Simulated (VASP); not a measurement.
# Na (I4/mmm) in VASP: notebook, part 2 of 3

VASP 6.6.1. Earlier steps stand in the parts before.

### Step 3. Single point, PBEsol

Input file INCAR:

```
  ALGO = Normal
  EDIFF = 1E-6
  ENCUT = 520
  GGA = PS
  ISIF = 2
  ISMEAR = 0
  LASPH = T
  LCHARG = F
  LREAL = F
  LWAVE = F
  NBANDS = 10
  NELM = 60
  PREC = Accurate
  SIGMA = 0.15
```

Input file KPOINTS:

```
k-points
0
Gamma
  16 16 16
```

Input file POSCAR:

```
Na
1.0
   -1.9257000000      1.9257000000      2.6120919067
    1.9257000000     -1.9257000000      2.6120919067
    1.9257000000      1.9257000000     -2.6120919067
Na
1
Direct
    0.0000000000      0.0000000000      0.0000000000
```

Potentials or basis: VASP PAW PBE potentials, release 64 (Na_pv).

Run with:

```sh
$ cat potpaw_PBE.64/Na_pv/POTCAR > POTCAR
$ mpirun -np 1 vasp_std > vasp.out
```

OUTCAR:

```text
EDIFF = 1E-6
   ENCUT = 520
   GGA = PS
   ISIF = 2
   ISMEAR = 0
   LASPH = T
   LREAL = F
   NELM = 60
   PREC = Accurate

 ion  position               nearest neighbor table
   1  0.000  0.000  0.000-

  LATTYP: Found a body centered tetragonal cell.
 ALAT       =     3.8514000000
 C/A-ratio  =     1.3564376106

  Lattice vectors:

 A1 = (  -1.9257000000,   1.9257000000,   2.6120919067)
 A2 = (   1.9257000000,  -1.9257000000,   2.6120919067)
 A3 = (   1.9257000000,   1.9257000000,  -2.6120919067)

Analysis of symmetry for initial positions (statically):
=====================================================================
 Subroutine PRICEL returns:
 Original cell was already a primitive cell.

 Routine SETGRP: Setting up the symmetry group for a
 body centered tetragonal supercell.

 Subroutine GETGRP returns: Found 16 space group operations
 (whereof 16 operations were pure point group operations)
 out of a pool of 16 trial point group operations.

The static configuration has the point symmetry D_4h.

Analysis of symmetry for dynamics (positions and initial velocities):
=====================================================================
 Subroutine PRICEL returns:
 Original cell was already a primitive cell.

 Routine SETGRP: Setting up the symmetry group for a
 body centered tetragonal supercell.

 Subroutine GETGRP returns: Found 16 space group operations
 (whereof 16 operations were pure point group operations)
 out of a pool of 16 trial point group operations.

The dynamic configuration has the point symmetry D_4h.

 Subroutine INISYM returns: Found 16 space group operations
 (whereof 16 operations are pure point group operations),
 and found     1 'primitive' translations

----------------------------------------------------------------------------------------

                                     Primitive cell

  volume of cell :      38.7459

  direct lattice vectors                    reciprocal lattice vectors
    -1.925700000  1.925700000  2.612091907     0.000000000  0.259645843  0.191417461
     1.925700000 -1.925700000  2.612091907     0.259645843  0.000000000  0.191417461
     1.925700000  1.925700000 -2.612091907     0.259645843  0.259645843  0.000000000

  length of vectors
     3.773548080  3.773548080  3.773548080     0.322578065  0.322578065  0.367194673

  position of ions in fractional coordinates (direct lattice)
     0.000000000  0.000000000  0.000000000

  ion indices of the primitive-cell ions
   primitive index   ion index
                 1           1

----------------------------------------------------------------------------------------

 KPOINTS: k-points

Automatic generation of k-mesh.
 Grid dimensions read from file:
 generate k-points for:   16   16   16

 Generating k-lattice:

  Cartesian coordinates                     Fractional coordinates (reciprocal lattice)
     0.000000000  0.016227865  0.011963591     0.062500000  0.000000000  0.000000000
     0.016227865  0.000000000  0.011963591     0.000000000  0.062500000  0.000000000
     0.016227865  0.016227865  0.000000000     0.000000000  0.000000000  0.062500000

  Length of vectors
     0.020161129  0.020161129  0.022949667

  Shift w.r.t. Gamma in fractional coordinates (k-lattice)
     0.000000000  0.000000000  0.000000000

 Subroutine IBZKPT returns following result:
 ===========================================

 Found    349 irreducible k-points:

 Following reciprocal coordinates:
            Coordinates               Weight
  0.000000  0.000000  0.000000      1.000000
  0.062500  0.000000 -0.000000      8.000000
  0.125000  0.000000 -0.000000      8.000000
  0.187500  0.000000  0.000000      8.000000
  0.250000  0.000000 -0.000000      8.000000
  0.312500  0.000000 -0.000000      8.000000
[... 16 lines left out ...]
 -0.125000  0.062500  0.000000     16.000000
 -0.062500  0.062500  0.000000      4.000000
 [... further k-points ...]
   k-points           NKPTS =    349   k-points in BZ     NKDIM =    349   number of bands    NBANDS=     10
   number of dos      NEDOS =    301   number of ions     NIONS =      1
   total plane-waves  NPLWV =  21952
   dimension x,y,z NGX =    28 NGY =   28 NGZ =   28
   dimension x,y,z NGXF=    56 NGYF=   56 NGZF=   56
   ions per type =               1
   NGX,Y,Z   is equivalent  to a cutoff of  12.34, 12.34, 12.34 a.u.
   NGXF,Y,Z  is equivalent  to a cutoff of  24.67, 24.67, 24.67 a.u.
 SYSTEM =  unknown system
   PREC   = accura    normal or accurate (medium, high low for compatibility)
   ISTART =      0    job   : 0-new  1-cont  2-samecut
   ICHARG =      2    charge: 1-file 2-atom 10-const
   ISPIN  =      1    spin polarized calculation?
   LNONCOLLINEAR =      F non collinear calculations
   LSORBIT =      F    spin-orbit coupling
   LASPH  =      T    aspherical Exc in radial PAW
   ENCUT  =  520.0 eV  38.22 Ry    6.18 a.u.   7.02  7.02  7.02*2*pi/ulx,y,z
   NELM   =     60;   NELMIN=  2; NELMDL= -5     # of ELM steps
   EDIFF  = 0.1E-05   stopping-criterion for ELM
   LREAL  =      F    real-space projection
   EDIFFG = 0.1E-04   stopping-criterion for IOM
   NSW    =      0    number of steps for IOM
   IBRION =     -1    ionic relax: 0-MD 1-quasi-New 2-CG
   NFREE  =      0    steps in history (QN), initial steepest desc. (CG)
   ISIF   =      2    stress and relaxation
   ISYM   =      2    0-nonsym 1-usesym 2-fastsym
   POTIM  = 0.5000    time-step for ionic-motion
   TEBEG  =    0.0;   TEEND  =   0.0 temperature during run
   PSTRESS=    0.0 pullay stress
   NELECT =       7.0000    total number of electrons
   NUPDOWN=      -1.0000    fix difference up-down
   EMIN   =  10.00;   EMAX   =-10.00  energy-range for DOS
   EFERMI =   0.00;   METHOD = LEGACY
   ISMEAR =     0;   SIGMA  =   0.15  broadening in eV -4-tet -1-fermi 0-gaus
   EFERMI_NEDOS =   21; number of points for ismear=-14 and -15
   IALGO  =     38    algorithm
   IMIX   =      4    mixing-type and parameters
     AMIX     =   0.40;   BMIX     =  1.00
     AMIX_MAG =   1.60;   BMIX_MAG =  1.00
  volume/ion in A,a.u.               =      38.75       261.47
  Fermi-wavevector in a.u.,A,eV,Ry     =   0.925477  1.748898 11.653493  0.856508
  Thomas-Fermi vector in A             =   2.051336
   LORBIT       =      0    0 simple, 1 ext, 2 COOP (PROOUT), +10 PAW based schemes
   GGA     = PS    functional components
   LHFCALC =     F    Hartree Fock is set to
   AEXX    =    0.0000 exact exchange contribution
   IVDW    =     0    specifies the selected vdW correction
   LEPSILON=     F    determine dielectric tensor
   LRPA    =     F    only Hartree local field effects (RPA)
 non-spin polarized calculation
 Gauss-broadening in eV      SIGMA  =   0.15
  energy-cutoff  :      520.00
  volume of cell :       38.75
 maximum number of plane-waves:      1063
   NGX = 13   NGY = 13   NGZ = 13

 number of electron       6.9999988 magnetization

 Free energy of the ion-electron system (eV)
  ---------------------------------------------------
  ext. energy  EPLUGINS =         0.00000000
  ---------------------------------------------------
  free energy    TOTEN  =        -1.39951958 eV

  energy without entropy =       -1.39445457  energy(sigma->0) =       -1.39698708

 E-fermi :   0.1932     XC(G=0):  -6.3856

 val. band max:        0.1862169830   @ k =  -0.3750  -0.3750   0.3125
 cond. band min:       0.2010617244   @ k =   0.5000   0.2500   0.1250
 fundamental gap:      0.0148447415
 Fermi energy:         0.1931586203

 k-point     1 :       0.0000    0.0000    0.0000
  band No.  band energies     occupation
      1     -24.6347      2.00000
      2     -24.6346      2.00000
      3     -24.6346      2.00000
      4      -3.0030      2.00000
      5      10.9774      0.00000
      6      10.9774      0.00000
      7      11.1168      0.00000
      8      12.0836      0.00000
      9      12.4767      0.00000
     10      12.4801      0.00000

 k-point     2 :       0.0625    0.0000   -0.0000
  band No.  band energies     occupation
      1     -24.6358      2.00000
      2     -24.6348      2.00000
      3     -24.6348      2.00000
      4      -2.9399      2.00000
      5       9.9328      0.00000
      6      10.8123      0.00000
      7      10.9378      0.00000
      8      12.1563      0.00000
      9      12.7097      0.00000
     10      12.7466      0.00000
[... 274 lines left out ...]
 k-point    24 :      -0.0625    0.0625    0.0000
  band No.  band energies     occupation
      1     -24.6357      2.00000
      2     -24.6352      2.00000
      3     -24.6349      2.00000
      4      -2.9212      2.00000
      5      10.2293      0.00000
      6      10.4456      0.00000
      7      10.5455      0.00000
      8      12.0425      0.00000
      9      12.9933      0.00000
     10      13.1554      0.00000

 [... further k-points ...]
[... 5 lines left out ...]
  --------------------------------------------------------------------------------------
  -------------------------------------------------------------------------------------
  Total       -0.1165700     -0.1165700     -0.1027624      0.0000000     -0.0000000      0.0000000
  in kB       -4.8202745     -4.8202745     -4.2493187      0.0000000     -0.0000000      0.0000000
  external PRESSURE =      -4.6299559 kB  Pullay stress =       0.0000000 kB

 VOLUME and BASIS-vectors are now :
 -----------------------------------------------------------------------------
  energy-cutoff  :      520.00
  volume of cell :       38.75
      direct lattice vectors                 reciprocal lattice vectors
    -1.925700000  1.925700000  2.612091907     0.000000000  0.259645843  0.191417461
     1.925700000 -1.925700000  2.612091907     0.259645843  0.000000000  0.191417461
     1.925700000  1.925700000 -2.612091907     0.259645843  0.259645843  0.000000000

 POSITION                                       TOTAL-FORCE (eV/Angst)
 -----------------------------------------------------------------------------------
      0.00000      0.00000      0.00000         0.000000      0.000000      0.000000
 -----------------------------------------------------------------------------------
    total drift:                               -0.000000     -0.000000     -0.000000

  FREE ENERGIE OF THE ION-ELECTRON SYSTEM (eV)
  ---------------------------------------------------
  free  energy   TOTEN  =        -1.3995195834 eV

  energy  without entropy=       -1.3944545737  energy(sigma->0) =       -1.39698708
```

stdout:

```text
POSCAR found type information on POSCAR Na
 POSCAR found :  1 types and       1 ions
 scaLAPACK will be used
 -----------------------------------------------------------------------------
|                                                                             |
|                                                                             |
|     You enforced a specific xc type in the INCAR file but a different       |
|     I HOPE YOU KNOW WHAT YOU ARE DOING!                                     |
|                                                                             |
 -----------------------------------------------------------------------------

 LDA part: xc-table for (Slater+PW92), standard interpolation
 POSCAR, INCAR and KPOINTS ok, starting setup
 FFT: planning ... GRIDC
 FFT: planning ... GRID_SOFT
 FFT: planning ... GRID
 WAVECAR not read
 entering main loop
```

Run time: 44 s. Hardware: 1 thread of Intel Xeon Platinum 8488C (Sapphire Rapids), shared host; peak memory 0.23 GiB.

Results:

- Free energy: -1.3995 eV
- Pressure: -0.5 GPa

Levels at points of the mesh, in eV from the Fermi level:
| k point | band 1 | band 2 | band 3 | band 4 | band 5 | band 6 | band 7 | band 8 |
| --- | --- | --- | --- | --- | --- | --- | --- | --- |
| (0.00, 0.00, 0.00) | -24.83 | -24.83 | -24.83 | -3.20 | 10.78 | 10.78 | 10.92 | 11.89 |
| (0.50, 0.00, 0.00) | -24.86 | -24.83 | -24.83 | 0.53 | 0.92 | 9.61 | 10.12 | 10.53 |
| (0.50, 0.50, 0.00) | -24.86 | -24.84 | -24.84 | 1.57 | 2.12 | 6.26 | 7.05 | 7.09 |
| (0.50, 0.50, 0.50) | -24.86 | -24.84 | -24.84 | 1.99 | 2.52 | 5.89 | 6.62 | 6.62 |

Caveat: the PAW data sets were made with another functional, which shifts forces and pressure a little.

[end of part 2 of 3]
